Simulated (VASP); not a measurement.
# TiO (Pm-3m) in VASP: single point with PBEsol

Aim: the single point of TiO with PBEsol.

Program: VASP 6.6.1. These are calculated values, not measurements. Logs are shortened: lines on timing, memory, paths and dates and some standing lists are left out, and cuts for length are marked.

**1. The cell of the first run**

The structure is cubic, space group Pm-3m (No. 221). The conventional cell has a = 4.087 Å, b = 4.087 Å, c = 4.087 Å, α = 90.00°, β = 90.00°, γ = 90.00°. Within 2.7 Å of Ti (site symmetry 4/mmm) lie 4 O at 2.04 Å. O (site symmetry 4/mmm) has 4 Ti at 2.04 Å within 2.7 Å.

**2. Single point, PBEsol, collinear spin, ferromagnetic start**

File INCAR:

```
SYSTEM = TiO
  PREC = Accurate
  ENCUT = 520
  EDIFF = 1E-7
  ISMEAR = 0
  SIGMA = 0.1
  LREAL = .FALSE.
  LASPH = .TRUE.
  NELM = 150
  ALGO = Normal
  ISIF = 2
  LWAVE = .FALSE.
  LCHARG = .TRUE.
  ISPIN = 2
  MAGMOM = 0.17 0.17 0.17 0 0 0
  LORBIT = 11
  LMAXMIX = 4
  GGA = PS
  LELF = .TRUE.
  LVHAR = .TRUE.
  NBANDS = 40
```

File KPOINTS:

```
regular mesh
0
G
  10 10 10
  0 0 0
```

File POSCAR:

```
TiO
1.0
    4.0866680000      0.0000000000      0.0000000000
    0.0000000000      4.0866680000      0.0000000000
    0.0000000000      0.0000000000      4.0866680000
Ti O
3 3
Direct
    0.5000000000      0.5000000000      0.0000000000
    0.0000000000      0.5000000000      0.5000000000
    0.5000000000      0.0000000000      0.5000000000
    0.0000000000      0.5000000000      0.0000000000
    0.5000000000      0.0000000000      0.0000000000
    0.0000000000      0.0000000000      0.5000000000
```

Potentials or basis: VASP PAW PBE potentials, release 64 (Ti_sv, O).

On the command line:

```
$ cat potpaw_PBE.64/Ti_sv/POTCAR potpaw_PBE.64/O/POTCAR > POTCAR
$ mpirun -np 1 vasp_std > vasp.out
```

OUTCAR:

```text
SYSTEM = TiO
   PREC = Accurate
   ENCUT = 520
   EDIFF = 1E-7
   ISMEAR = 0
   LREAL = .FALSE.
   LASPH = .TRUE.
   NELM = 150
   ISIF = 2
   ISPIN = 2
   LORBIT = 11
   GGA = PS

 ion  position               nearest neighbor table
   1  0.500  0.500  0.000-   4 2.04   5 2.04   5 2.04   4 2.04   2 2.89   3 2.89   3 2.89   2 2.89
                             3 2.89   2 2.89   3 2.89   2 2.89
   2  0.000  0.500  0.500-   4 2.04   6 2.04   4 2.04   6 2.04   1 2.89   1 2.89   3 2.89   3 2.89
                             1 2.89   3 2.89   1 2.89   3 2.89
   3  0.500  0.000  0.500-   5 2.04   6 2.04   5 2.04   6 2.04   1 2.89   1 2.89   1 2.89   2 2.89
                             1 2.89   2 2.89   2 2.89   2 2.89
   4  0.000  0.500  0.000-   1 2.04   2 2.04   2 2.04   1 2.04
   5  0.500  0.000  0.000-   1 2.04   3 2.04   3 2.04   1 2.04
   6  0.000  0.000  0.500-   2 2.04   3 2.04   2 2.04   3 2.04

  LATTYP: Found a simple cubic cell.
 ALAT       =     4.0866680000

  Lattice vectors:

 A1 = (   4.0866680000,   0.0000000000,   0.0000000000)
 A2 = (   0.0000000000,   4.0866680000,   0.0000000000)
 A3 = (   0.0000000000,   0.0000000000,   4.0866680000)

Analysis of symmetry for initial positions (statically):
=====================================================================
 Subroutine PRICEL returns:
 Original cell was already a primitive cell.

 Routine SETGRP: Setting up the symmetry group for a
 simple cubic supercell.

 Subroutine GETGRP returns: Found 48 space group operations
 (whereof 48 operations were pure point group operations)
 out of a pool of 48 trial point group operations.

The static configuration has the point symmetry O_h .

Analysis of symmetry for dynamics (positions and initial velocities):
=====================================================================
 Subroutine PRICEL returns:
 Original cell was already a primitive cell.

 Routine SETGRP: Setting up the symmetry group for a
 simple cubic supercell.

 Subroutine GETGRP returns: Found 48 space group operations
 (whereof 48 operations were pure point group operations)
 out of a pool of 48 trial point group operations.

The dynamic configuration has the point symmetry O_h .

Analysis of structural, dynamic, and magnetic symmetry:
=====================================================================
 Subroutine PRICEL returns:
 Original cell was already a primitive cell.

 Routine SETGRP: Setting up the symmetry group for a
 simple cubic supercell.

 Subroutine GETGRP returns: Found 48 space group operations
 (whereof 48 operations were pure point group operations)
 out of a pool of 48 trial point group operations.

The overall configuration has the point symmetry O_h .

 Subroutine INISYM returns: Found 48 space group operations
 (whereof 48 operations are pure point group operations),
 and found     1 'primitive' translations

----------------------------------------------------------------------------------------

                                     Primitive cell

  volume of cell :      68.2509

  direct lattice vectors                    reciprocal lattice vectors
     4.086668000  0.000000000  0.000000000     0.244698126  0.000000000  0.000000000
     0.000000000  4.086668000  0.000000000     0.000000000  0.244698126  0.000000000
     0.000000000  0.000000000  4.086668000     0.000000000  0.000000000  0.244698126

  length of vectors
     4.086668000  4.086668000  4.086668000     0.244698126  0.244698126  0.244698126

  position of ions in fractional coordinates (direct lattice)
     0.500000000  0.500000000  0.000000000
     0.000000000  0.500000000  0.500000000
     0.500000000  0.000000000  0.500000000
     0.000000000  0.500000000  0.000000000
     0.500000000  0.000000000  0.000000000
     0.000000000  0.000000000  0.500000000

  ion indices of the primitive-cell ions
   primitive index   ion index
                 1           1
                 2           2
                 3           3
                 4           4
                 5           5
                 6           6

----------------------------------------------------------------------------------------

 KPOINTS: regular mesh

Automatic generation of k-mesh.
 Grid dimensions read from file:
 generate k-points for:   10   10   10

[... 46 lines left out ...]
   number of dos      NEDOS =    301   number of ions     NIONS =      6
   total plane-waves  NPLWV =  27000
   dimension x,y,z NGX =    30 NGY =   30 NGZ =   30
   dimension x,y,z NGXF=    60 NGYF=   60 NGZF=   60
   ions per type =               3   3
   NGX,Y,Z   is equivalent  to a cutoff of  12.20, 12.20, 12.20 a.u.
   NGXF,Y,Z  is equivalent  to a cutoff of  24.41, 24.41, 24.41 a.u.
 SYSTEM =  TiO
   PREC   = accura    normal or accurate (medium, high low for compatibility)
   ISTART =      0    job   : 0-new  1-cont  2-samecut
   ICHARG =      2    charge: 1-file 2-atom 10-const
   ISPIN  =      2    spin polarized calculation?
   LNONCOLLINEAR =      F non collinear calculations
   LSORBIT =      F    spin-orbit coupling
   LASPH  =      T    aspherical Exc in radial PAW
   ENCUT  =  520.0 eV  38.22 Ry    6.18 a.u.   7.60  7.60  7.60*2*pi/ulx,y,z
   NELM   =    150;   NELMIN=  2; NELMDL= -5     # of ELM steps
   EDIFF  = 0.1E-06   stopping-criterion for ELM
   LREAL  =      F    real-space projection
   EDIFFG = 0.1E-05   stopping-criterion for IOM
   NSW    =      0    number of steps for IOM
   IBRION =     -1    ionic relax: 0-MD 1-quasi-New 2-CG
   NFREE  =      0    steps in history (QN), initial steepest desc. (CG)
   ISIF   =      2    stress and relaxation
   ISYM   =      2    0-nonsym 1-usesym 2-fastsym
   POTIM  = 0.5000    time-step for ionic-motion
   TEBEG  =    0.0;   TEEND  =   0.0 temperature during run
   PSTRESS=    0.0 pullay stress
   NELECT =      54.0000    total number of electrons
   NUPDOWN=      -1.0000    fix difference up-down
   EMIN   =  10.00;   EMAX   =-10.00  energy-range for DOS
   EFERMI =   0.00;   METHOD = LEGACY
   ISMEAR =     0;   SIGMA  =   0.10  broadening in eV -4-tet -1-fermi 0-gaus
   EFERMI_NEDOS =   21; number of points for ismear=-14 and -15
   IALGO  =     38    algorithm
   IMIX   =      4    mixing-type and parameters
     AMIX     =   0.40;   BMIX     =  1.00
     AMIX_MAG =   1.60;   BMIX_MAG =  1.00
  volume/ion in A,a.u.               =      11.38        76.76
  Fermi-wavevector in a.u.,A,eV,Ry     =   1.514154  2.861336 31.193567  2.292662
  Thomas-Fermi vector in A             =   2.623850
   LORBIT       =     11    0 simple, 1 ext, 2 COOP (PROOUT), +10 PAW based schemes
   GGA     = PS    functional components
   LHFCALC =     F    Hartree Fock is set to
   AEXX    =    0.0000 exact exchange contribution
   IVDW    =     0    specifies the selected vdW correction
   LEPSILON=     F    determine dielectric tensor
   LRPA    =     F    only Hartree local field effects (RPA)
 spin polarized calculation
 Gauss-broadening in eV      SIGMA  =   0.10
  energy-cutoff  :      520.00
  volume of cell :       68.25
 maximum number of plane-waves:      1863
   NGX = 15   NGY = 15   NGZ = 15

 number of electron      54.0000009 magnetization       0.0007085

 Free energy of the ion-electron system (eV)
  ---------------------------------------------------
  ext. energy  EPLUGINS =         0.00000000
  ---------------------------------------------------
  free energy    TOTEN  =       -55.94894115 eV

  energy without entropy =      -55.92256759  energy(sigma->0) =      -55.93575437

 E-fermi :   7.8968     XC(G=0): -12.0463

 val. band max:        7.8966207381   @ k =   0.5000   0.5000   0.3000
 cond. band min:       7.8968721725   @ k =   0.5000   0.5000   0.3000
 fundamental gap:      0.0002514344
 Fermi energy:         7.8968081586

 spin component 1

 k-point     1 :       0.0000    0.0000    0.0000
  band No.  band energies     occupation
      1     -49.1044      1.00000
      2     -48.9627      1.00000
      3     -48.9627      1.00000
      4     -25.6969      1.00000
      5     -25.6969      1.00000
      6     -25.6969      1.00000
[... 997 lines left out ...]
     38      11.5764      0.00000
     39      12.2197      0.00000

 [... further k-points ...]

 spin component 2

 k-point     1 :       0.0000    0.0000    0.0000
  band No.  band energies     occupation
      1     -49.1042      1.00000
      2     -48.9626      1.00000
      3     -48.9626      1.00000
      4     -25.6967      1.00000
      5     -25.6967      1.00000
      6     -25.6967      1.00000
[... 997 lines left out ...]
     38      11.5765      0.00000
     39      12.2198      0.00000

 [... further k-points ...]

 [bands above 39 left out]

------------------------ aborting loop because EDIFF is reached ----------------------------------------

  FORCE on cell =-STRESS in cart. coord.  units (eV):
  Direction    XX          YY          ZZ          XY          YZ          ZX
  --------------------------------------------------------------------------------------
  -------------------------------------------------------------------------------------
  Total       -3.2824730     -3.2824730     -3.2824730      0.0000000      0.0000000     -0.0000000
  in kB      -77.0555043    -77.0555043    -77.0555043      0.0000000      0.0000000     -0.0000000
  external PRESSURE =     -77.0555043 kB  Pullay stress =       0.0000000 kB

 VOLUME and BASIS-vectors are now :
 -----------------------------------------------------------------------------
  energy-cutoff  :      520.00
  volume of cell :       68.25
      direct lattice vectors                 reciprocal lattice vectors
     4.086668000  0.000000000  0.000000000     0.244698126  0.000000000  0.000000000
     0.000000000  4.086668000  0.000000000     0.000000000  0.244698126  0.000000000
     0.000000000  0.000000000  4.086668000     0.000000000  0.000000000  0.244698126

 POSITION                                       TOTAL-FORCE (eV/Angst)
 -----------------------------------------------------------------------------------
      2.04333      2.04333      0.00000         0.000000      0.000000      0.000000
      0.00000      2.04333      2.04333         0.000000      0.000000      0.000000
      2.04333      0.00000      2.04333         0.000000      0.000000      0.000000
      0.00000      2.04333      0.00000         0.000000      0.000000      0.000000
      2.04333      0.00000      0.00000         0.000000      0.000000      0.000000
      0.00000      0.00000      2.04333         0.000000      0.000000      0.000000
 -----------------------------------------------------------------------------------
    total drift:                                0.000000      0.000000     -0.000000

  FREE ENERGIE OF THE ION-ELECTRON SYSTEM (eV)
  ---------------------------------------------------
  free  energy   TOTEN  =       -55.9489411517 eV

  energy  without entropy=      -55.9225675902  energy(sigma->0) =      -55.93575437

 total charge

# of ion       s       p       d       tot
------------------------------------------
    1        2.192   6.192   1.925  10.310
    2        2.192   6.192   1.925  10.310
    3        2.192   6.192   1.925  10.310
    4        1.556   3.469   0.000   5.025
    5        1.556   3.469   0.000   5.025
    6        1.556   3.469   0.000   5.025
--------------------------------------------------
tot         11.244  28.984   5.776  46.005

 magnetization (x)

# of ion       s       p       d       tot
------------------------------------------
    1        0.000   0.000   0.000   0.000
    2        0.000   0.000   0.000   0.000
    3        0.000   0.000   0.000   0.000
    4       -0.000  -0.000   0.000  -0.000
    5       -0.000  -0.000   0.000  -0.000
    6       -0.000  -0.000   0.000  -0.000
--------------------------------------------------
tot          0.000   0.000   0.000   0.000
```

Run time: 6.8 min. Hardware: 1 thread of Intel Xeon Platinum 8259CL at 2.50GHz (Skylake/Cascade Lake), shared host; peak memory 0.32 GiB.

Results:

```
Free energy                                           : -55.9489 eV
Pressure                                              : -7.7 GPa
Band gap on the k mesh                                : zero (filled and empty bands overlap)
Net moment                                            : 0.00 μB per cell
Valence electrons inside the program's atomic spheres : Ti 10.31; O 5.03
```

Caveat: the PAW data sets were made with another functional, which shifts forces and pressure a little; semilocal functionals often make such compounds metallic where correlation or magnetic order opens a gap, which also shifts bond lengths.
